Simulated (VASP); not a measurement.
# Rb (I4/mmm) in VASP: a series of runs

Rb is run at these levels: r2SCAN; tasks: single point.

Program: VASP 6.6.1. These are calculated values, not measurements. Logs are shortened: lines on timing, memory, paths and dates and some standing lists are left out, and cuts for length are marked.

### 1 The cell of the first run

It takes space group I4/mmm (No. 139, tetragonal). Conventional cell: a = 5.909 Å, b = 5.909 Å, c = 5.462 Å, α = 90.00°, β = 90.00°, γ = 90.00°.

### 2 Single point, r2SCAN

File POSCAR:

```
Rb
1.0
   -2.9545118615      2.9545118615      2.7308451955
    2.9545118615     -2.9545118615      2.7308451955
    2.9545118615      2.9545118615     -2.7308451955
Rb
1
Direct
    0.0000000000      0.0000000000      0.0000000000
```

File INCAR.step1:

```
PREC     = Accurate       # precision mode
ENCUT    = 520            # plane-wave cutoff, eV
ISMEAR   = 0              # smearing method
SIGMA    = 0.05           # smearing width, eV
LREAL    = F              # projectors in reciprocal space
LASPH    = T              # aspherical terms in the spheres
NELM     = 60             # most SCF steps
NBANDS   = 10             # bands
GGA      = PE             # functional
ALGO     = Normal         # electronic algorithm
EDIFF    = 1E-4           # SCF threshold, eV
LWAVE    = T              # write WAVECAR
LCHARG   = F              # write CHGCAR
```

File INCAR.step2:

```
PREC     = Accurate       # precision mode
ENCUT    = 520            # plane-wave cutoff, eV
EDIFF    = 1E-6           # SCF threshold, eV
ISMEAR   = 0              # smearing method
SIGMA    = 0.05           # smearing width, eV
LREAL    = F              # projectors in reciprocal space
LASPH    = T              # aspherical terms in the spheres
NELM     = 60             # most SCF steps
ALGO     = Normal         # electronic algorithm
ISIF     = 2              # what is computed and relaxed
LWAVE    = F              # write WAVECAR
LCHARG   = T              # write CHGCAR
METAGGA  = R2SCAN         # meta-GGA
LMIXTAU  = T            
LELF     = T              # ELF
LVHAR    = T            
NBANDS   = 10             # bands
ISTART   = 1
```

File KPOINTS:

```
Automatic mesh
0
Gamma
  8 8 8
```

Potentials or basis: VASP PAW PBE potentials, release 64 (Rb_sv).

Command:

```console
$ cat potpaw_PBE.64/Rb_sv/POTCAR > POTCAR
$ cp INCAR.step1 INCAR
$ mpirun -np 1 vasp_std > vasp.out
$ cp INCAR.step2 INCAR
$ mpirun -np 1 vasp_std > vasp.out
```

OUTCAR:

```text
PREC = Accurate
   ENCUT = 520
   EDIFF = 1E-6
   ISMEAR = 0
   LREAL = F
   LASPH = T
   NELM = 60
   ISIF = 2
   METAGGA = R2SCAN
   ISTART = 1

 ion  position               nearest neighbor table
   1  0.000  0.000  0.000-

  LATTYP: Found a body centered tetragonal cell.
 ALAT       =     5.9090237230
 C/A-ratio  =     0.9242965754

  Lattice vectors:

 A1 = (  -2.9545118615,   2.9545118615,   2.7308451955)
 A2 = (   2.9545118615,  -2.9545118615,   2.7308451955)
 A3 = (   2.9545118615,   2.9545118615,  -2.7308451955)

Analysis of symmetry for initial positions (statically):
=====================================================================
 Subroutine PRICEL returns:
 Original cell was already a primitive cell.

 Routine SETGRP: Setting up the symmetry group for a
 body centered tetragonal supercell.

 Subroutine GETGRP returns: Found 16 space group operations
 (whereof 16 operations were pure point group operations)
 out of a pool of 16 trial point group operations.

The static configuration has the point symmetry D_4h.

Analysis of symmetry for dynamics (positions and initial velocities):
=====================================================================
 Subroutine PRICEL returns:
 Original cell was already a primitive cell.

 Routine SETGRP: Setting up the symmetry group for a
 body centered tetragonal supercell.

 Subroutine GETGRP returns: Found 16 space group operations
 (whereof 16 operations were pure point group operations)
 out of a pool of 16 trial point group operations.

The dynamic configuration has the point symmetry D_4h.

 Subroutine INISYM returns: Found 16 space group operations
 (whereof 16 operations are pure point group operations),
 and found     1 'primitive' translations

----------------------------------------------------------------------------------------

                                     Primitive cell

  volume of cell :      95.3517

  direct lattice vectors                    reciprocal lattice vectors
    -2.954511861  2.954511861  2.730845196     0.000000000  0.169232693  0.183093498
     2.954511861 -2.954511861  2.730845196     0.169232693  0.000000000  0.183093498
     2.954511861  2.954511861 -2.730845196     0.169232693  0.169232693  0.000000000

  length of vectors
     4.991572514  4.991572514  4.991572514     0.249324956  0.249324956  0.239331170

  position of ions in fractional coordinates (direct lattice)
     0.000000000  0.000000000  0.000000000

  ion indices of the primitive-cell ions
   primitive index   ion index
                 1           1

----------------------------------------------------------------------------------------

 KPOINTS: Automatic mesh

Automatic generation of k-mesh.
 Grid dimensions read from file:
 generate k-points for:    8    8    8

 Generating k-lattice:

  Cartesian coordinates                     Fractional coordinates (reciprocal lattice)
     0.000000000  0.021154087  0.022886687     0.125000000 -0.000000000  0.000000000
     0.021154087  0.000000000  0.022886687    -0.000000000  0.125000000  0.000000000
     0.021154087  0.021154087  0.000000000     0.000000000  0.000000000  0.125000000

  Length of vectors
     0.031165619  0.031165619  0.029916396

  Shift w.r.t. Gamma in fractional coordinates (k-lattice)
     0.000000000  0.000000000  0.000000000

 Subroutine IBZKPT returns following result:
 ===========================================

 Found     59 irreducible k-points:

 Following reciprocal coordinates:
            Coordinates               Weight
  0.000000  0.000000  0.000000      1.000000
  0.125000 -0.000000  0.000000      8.000000
  0.250000 -0.000000  0.000000      8.000000
  0.375000  0.000000  0.000000      8.000000
  0.500000 -0.000000  0.000000      4.000000
  0.125000  0.125000  0.000000      8.000000
[... 16 lines left out ...]
  0.250000  0.125000  0.125000     16.000000
  0.375000  0.125000  0.125000      8.000000
 [... further k-points ...]
   k-points           NKPTS =     59   k-points in BZ     NKDIM =     59   number of bands    NBANDS=     10
   number of dos      NEDOS =    301   number of ions     NIONS =      1
   total plane-waves  NPLWV =  64000
   dimension x,y,z NGX =    40 NGY =   40 NGZ =   40
   dimension x,y,z NGXF=    80 NGYF=   80 NGZF=   80
   ions per type =               1
   NGX,Y,Z   is equivalent  to a cutoff of  13.32, 13.32, 13.32 a.u.
   NGXF,Y,Z  is equivalent  to a cutoff of  26.64, 26.64, 26.64 a.u.
 SYSTEM =  unknown system
   PREC   = accura    normal or accurate (medium, high low for compatibility)
   ISTART =      1    job   : 0-new  1-cont  2-samecut
   ICHARG =      0    charge: 1-file 2-atom 10-const
   ISPIN  =      1    spin polarized calculation?
   LNONCOLLINEAR =      F non collinear calculations
   LSORBIT =      F    spin-orbit coupling
   LASPH  =      T    aspherical Exc in radial PAW
   ENCUT  =  520.0 eV  38.22 Ry    6.18 a.u.   9.28  9.28  9.28*2*pi/ulx,y,z
   NELM   =     60;   NELMIN=  2; NELMDL=  0     # of ELM steps
   EDIFF  = 0.1E-05   stopping-criterion for ELM
   LREAL  =      F    real-space projection
   EDIFFG = 0.1E-04   stopping-criterion for IOM
   NSW    =      0    number of steps for IOM
   IBRION =     -1    ionic relax: 0-MD 1-quasi-New 2-CG
   NFREE  =      0    steps in history (QN), initial steepest desc. (CG)
   ISIF   =      2    stress and relaxation
   ISYM   =      2    0-nonsym 1-usesym 2-fastsym
   POTIM  = 0.5000    time-step for ionic-motion
   TEBEG  =    0.0;   TEEND  =   0.0 temperature during run
   PSTRESS=    0.0 pullay stress
   NELECT =       9.0000    total number of electrons
   NUPDOWN=      -1.0000    fix difference up-down
   EMIN   =  10.00;   EMAX   =-10.00  energy-range for DOS
   EFERMI =   0.00;   METHOD = LEGACY
   ISMEAR =     0;   SIGMA  =   0.05  broadening in eV -4-tet -1-fermi 0-gaus
   EFERMI_NEDOS =   21; number of points for ismear=-14 and -15
   IALGO  =     38    algorithm
   IMIX   =      4    mixing-type and parameters
     AMIX     =   0.40;   BMIX     =  1.00
     AMIX_MAG =   1.60;   BMIX_MAG =  1.00
  volume/ion in A,a.u.               =      95.35       643.47
  Fermi-wavevector in a.u.,A,eV,Ry     =   0.745383  1.408570  7.559340  0.555596
  Thomas-Fermi vector in A             =   1.840957
   LORBIT       =      0    0 simple, 1 ext, 2 COOP (PROOUT), +10 PAW based schemes
   METAGGA = R2SCAN    functional components
   LHFCALC =     F    Hartree Fock is set to
   AEXX    =    0.0000 exact exchange contribution
   IVDW    =     0    specifies the selected vdW correction
   LEPSILON=     F    determine dielectric tensor
   LRPA    =     F    only Hartree local field effects (RPA)
 non-spin polarized calculation
 Gauss-broadening in eV      SIGMA  =   0.05
  energy-cutoff  :      520.00
  volume of cell :       95.35
 maximum number of plane-waves:      2588
 NGX is ok and might be reduce to    40
   NGX = 19   NGY = 19   NGZ = 19

 number of electron       9.0000000 magnetization

 Free energy of the ion-electron system (eV)
  ---------------------------------------------------
  ext. energy  EPLUGINS =         0.00000000
  ---------------------------------------------------
  free energy    TOTEN  =       -13.91340247 eV

  energy without entropy =      -13.91148265  energy(sigma->0) =      -13.91244256

 E-fermi :  -0.0175     XC(G=0):  -5.6083

 val. band max:       -0.0245847485   @ k =  -0.3750   0.3750   0.2500
 cond. band min:      -0.0126222762   @ k =  -0.2500   0.3750   0.2500
 fundamental gap:      0.0119624723
 Fermi energy:        -0.0175342723

 k-point     1 :       0.0000    0.0000    0.0000
  band No.  band energies     occupation
      1     -30.1377      2.00000
      2     -13.6308      2.00000
      3     -13.6308      2.00000
      4     -13.6308      2.00000
      5      -2.0651      2.00000
      6       3.7590      0.00000
      7       4.2037      0.00000
      8       4.2037      0.00000
      9       4.6861      0.00000
     10       5.2816      0.00000

 k-point     2 :       0.1250   -0.0000    0.0000
  band No.  band energies     occupation
      1     -30.1371      2.00000
      2     -13.6433      2.00000
      3     -13.6350      2.00000
      4     -13.6313      2.00000
      5      -1.8723      2.00000
      6       3.6211      0.00000
      7       3.7626      0.00000
      8       4.1980      0.00000
      9       4.6457      0.00000
     10       4.9924      0.00000

 k-point     3 :       0.2500   -0.0000    0.0000
  band No.  band energies     occupation
      1     -30.1358      2.00000
      2     -13.6732      2.00000
      3     -13.6451      2.00000
      4     -13.6324      2.00000
      5      -1.3189      2.00000
      6       2.7072      0.00000
      7       3.1706      0.00000
      8       4.6167      0.00000
      9       4.7615      0.00000
     10       4.9428      0.00000

 k-point     4 :       0.3750    0.0000    0.0000
  band No.  band energies     occupation
      1     -30.1344      2.00000
      2     -13.7025      2.00000
      3     -13.6551      2.00000
      4     -13.6335      2.00000
      5      -0.4807      2.00000
      6       1.6336      0.00000
      7       2.8143      0.00000
      8       4.8585      0.00000
      9       4.9968      0.00000
     10       5.3573      0.00000

 k-point     5 :       0.5000   -0.0000    0.0000
  band No.  band energies     occupation
      1     -30.1339      2.00000
      2     -13.7145      2.00000
      3     -13.6592      2.00000
      4     -13.6339      2.00000
      5       0.3778      0.00000
      6       0.7263      0.00000
      7       2.6877      0.00000
      8       4.7133      0.00000
      9       5.2493      0.00000
     10       5.8361      0.00000

 k-point     6 :       0.1250    0.1250    0.0000
  band No.  band energies     occupation
      1     -30.1361      2.00000
      2     -13.6649      2.00000
      3     -13.6391      2.00000
      4     -13.6358      2.00000
      5      -1.4844      2.00000
      6       3.1217      0.00000
      7       3.1817      0.00000
      8       4.3572      0.00000
      9       4.6296      0.00000
     10       5.0593      0.00000
[... 183 lines left out ...]
 k-point    21 :       0.5000    0.5000    0.0000
  band No.  band energies     occupation
      1     -30.1342      2.00000
      2     -13.7146      2.00000
      3     -13.6543      2.00000
      4     -13.6281      2.00000
      5       0.2359      0.00000
      6       0.5255      0.00000
      7       3.1571      0.00000
      8       4.4552      0.00000
      9       5.4362      0.00000
     10       5.6405      0.00000

 k-point    22 :       0.1250    0.1250    0.1250
  band No.  band energies     occupation
      1     -30.1352      2.00000
      2     -13.6853      2.00000
      3     -13.6430      2.00000
      4     -13.6393      2.00000
      5      -0.9935      2.00000
      6       2.4398      0.00000
      7       2.6508      0.00000
      8       4.6088      0.00000
      9       5.1087      0.00000
     10       5.2543      0.00000

 k-point    23 :       0.2500    0.1250    0.1250
  band No.  band energies     occupation
      1     -30.1342      2.00000
      2     -13.6990      2.00000
      3     -13.6559      2.00000
      4     -13.6441      2.00000
      5      -0.1772      1.99999
      6       1.7408      0.00000
      7       2.1861      0.00000
      8       4.2955      0.00000
      9       5.3424      0.00000
     10       5.5187      0.00000

 k-point    24 :       0.3750    0.1250    0.1250
  band No.  band energies     occupation
      1     -30.1338      2.00000
      2     -13.7025      2.00000
      3     -13.6642      2.00000
      4     -13.6452      2.00000
      5       0.7237      0.00000
      6       0.8660      0.00000
      7       2.0851      0.00000
      8       3.9944      0.00000
      9       5.4418      0.00000
     10       5.9071      0.00000

 [... further k-points ...]

------------------------ aborting loop because EDIFF is reached ----------------------------------------

  FORCE on cell =-STRESS in cart. coord.  units (eV):
  Direction    XX          YY          ZZ          XY          YZ          ZX
  --------------------------------------------------------------------------------------
  -------------------------------------------------------------------------------------
  Total       -0.0029622     -0.0029622      0.0041320      0.0000000     -0.0000000      0.0000000
  in kB       -0.0497738     -0.0497738      0.0694290      0.0000000     -0.0000000      0.0000000
  external PRESSURE =      -0.0100395 kB  Pullay stress =       0.0000000 kB

 VOLUME and BASIS-vectors are now :
 -----------------------------------------------------------------------------
  energy-cutoff  :      520.00
  volume of cell :       95.35
      direct lattice vectors                 reciprocal lattice vectors
    -2.954511861  2.954511861  2.730845196     0.000000000  0.169232693  0.183093498
     2.954511861 -2.954511861  2.730845196     0.169232693  0.000000000  0.183093498
     2.954511861  2.954511861 -2.730845196     0.169232693  0.169232693  0.000000000

 POSITION                                       TOTAL-FORCE (eV/Angst)
 -----------------------------------------------------------------------------------
      0.00000      0.00000      0.00000         0.000000     -0.000000      0.000000
 -----------------------------------------------------------------------------------
    total drift:                               -0.000000     -0.000000     -0.000000

  FREE ENERGIE OF THE ION-ELECTRON SYSTEM (eV)
  ---------------------------------------------------
  free  energy   TOTEN  =       -13.9134024673 eV

  energy  without entropy=      -13.9114826468  energy(sigma->0) =      -13.91244256
```

It took 3.8 min on 1 thread of AMD EPYC 7R13 (Zen 3), shared host; peak memory 0.24 GiB.

Results:

```
Free energy            : -13.9134 eV
Pressure               : 0.0 GPa
Band gap on the k mesh : zero (an odd number of electrons rules out a gap without spin polarisation)
```

Caveat: the PAW data sets were made with another functional, which shifts forces and pressure a little.

### 3 Single point, r2SCAN

POSCAR is that of step 2.

File INCAR.step1:

```
SYSTEM = Rb
  ALGO = Normal
  EDIFF = 1E-4
  ENCUT = 520
  GGA = PE
  ISMEAR = 0
  LASPH = .TRUE.
  LCHARG = .FALSE.
  LREAL = .FALSE.
  LWAVE = .TRUE.
  NBANDS = 10
  NELM = 100
  PREC = Accurate
  SIGMA = 0.05
```

File INCAR.step2:

```
SYSTEM = Rb
  ALGO = Normal
  EDIFF = 1E-6
  ENCUT = 520
  ISIF = 2
  ISMEAR = 0
  ISTART = 1
  LASPH = .TRUE.
  LCHARG = .TRUE.
  LELF = .TRUE.
  LMIXTAU = .TRUE.
  LREAL = .FALSE.
  LVHAR = .TRUE.
  LWAVE = .FALSE.
  METAGGA = R2SCAN
  NBANDS = 10
  NELM = 100
  PREC = Accurate
  SIGMA = 0.05
```

File KPOINTS:

```
k-points
0
G
  8 8 8
  0 0 0
```

Potentials or basis: VASP PAW PBE potentials, release 64 (Rb_sv).

Command:

```console
$ cat potpaw_PBE.64/Rb_sv/POTCAR > POTCAR
$ cp INCAR.step1 INCAR
$ mpirun -np 1 vasp_std > vasp.out
$ cp INCAR.step2 INCAR
$ mpirun -np 1 vasp_std > vasp.out
```

It took 3.9 min on 1 thread of AMD EPYC 7R13 (Zen 3), shared host; peak memory 0.24 GiB.

Results (log left out):

```yaml
Free_energy: -13.9134 eV
Pressure: 0.0 GPa
Band_gap_on_the_k_mesh: zero (an odd number of electrons rules out a gap without spin polarisation)
```

Levels at points of the mesh, in eV from the Fermi level:
| k point | band 1 | band 2 | band 3 | band 4 | band 5 | band 6 | band 7 | band 8 |
| --- | --- | --- | --- | --- | --- | --- | --- | --- |
| (0.00, 0.00, 0.00) | -30.12 | -13.61 | -13.61 | -13.61 | -2.05 | 3.78 | 4.22 | 4.22 |
| (0.50, 0.00, 0.00) | -30.12 | -13.70 | -13.64 | -13.62 | 0.40 | 0.74 | 2.71 | 4.73 |
| (0.50, 0.50, 0.00) | -30.12 | -13.70 | -13.64 | -13.61 | 0.25 | 0.54 | 3.17 | 4.47 |
| (0.50, 0.50, 0.50) | -30.11 | -13.68 | -13.68 | -13.66 | 1.22 | 1.44 | 3.11 | 3.11 |

Caveat: the PAW data sets were made with another functional, which shifts forces and pressure a little.

### 4 Single point, r2SCAN

This run uses another cell than the first one, of 106.79 Å³/atom.

File POSCAR:

```
Rb
1.0
   -3.0682570829      3.0682570829      2.8359795141
    3.0682570829     -3.0682570829      2.8359795141
    3.0682570829      3.0682570829     -2.8359795141
Rb
1
Direct
    0.0000000000      0.0000000000      0.0000000000
```

File INCAR.step1:

```
SYSTEM = Rb
ALGO = Normal
EDIFF = 1E-4
ENCUT = 520
GGA = PE
ISMEAR = 0
LASPH = .TRUE.
LCHARG = .FALSE.
LREAL = .FALSE.
LWAVE = .TRUE.
NBANDS = 10
NELM = 60
PREC = Accurate
SIGMA = 0.05
```

File INCAR.step2:

```
SYSTEM = Rb
ALGO = Normal
EDIFF = 1E-6
ENCUT = 520
ISIF = 2
ISMEAR = 0
ISTART = 1
LASPH = .TRUE.
LCHARG = .FALSE.
LMIXTAU = .TRUE.
LREAL = .FALSE.
LWAVE = .FALSE.
METAGGA = R2SCAN
NBANDS = 10
NELM = 60
PREC = Accurate
SIGMA = 0.05
```

KPOINTS is that of step 3.

Command:

```console
$ cat potpaw_PBE.64/Rb_sv/POTCAR > POTCAR
$ cp INCAR.step1 INCAR
$ mpirun -np 1 vasp_std > vasp.out
$ cp INCAR.step2 INCAR
$ mpirun -np 1 vasp_std > vasp.out
```

Wall time 5.2 min (1 thread of AMD EPYC 7R13 (Zen 3), shared host); peak memory 0.25 GiB.

It converged, with:

```
Free energy            : -13.9038 eV
Pressure               : -0.2 GPa
Band gap on the k mesh : zero (an odd number of electrons rules out a gap without spin polarisation)
```

Levels at points of the mesh, in eV from the Fermi level:
| k point | band 2 | band 3 | band 4 | band 5 | band 6 | band 7 |
| --- | --- | --- | --- | --- | --- | --- |
| (0.00, 0.00, 0.00) | -13.69 | -13.69 | -13.69 | -1.91 | 3.68 | 4.10 |
| (0.50, 0.00, 0.00) | -13.75 | -13.71 | -13.69 | 0.42 | 0.67 | 2.68 |
| (0.50, 0.50, 0.00) | -13.75 | -13.71 | -13.69 | 0.26 | 0.49 | 3.12 |
| (0.50, 0.50, 0.50) | -13.74 | -13.74 | -13.73 | 1.30 | 1.51 | 2.84 |

Caveat: the PAW data sets were made with another functional, which shifts forces and pressure a little.
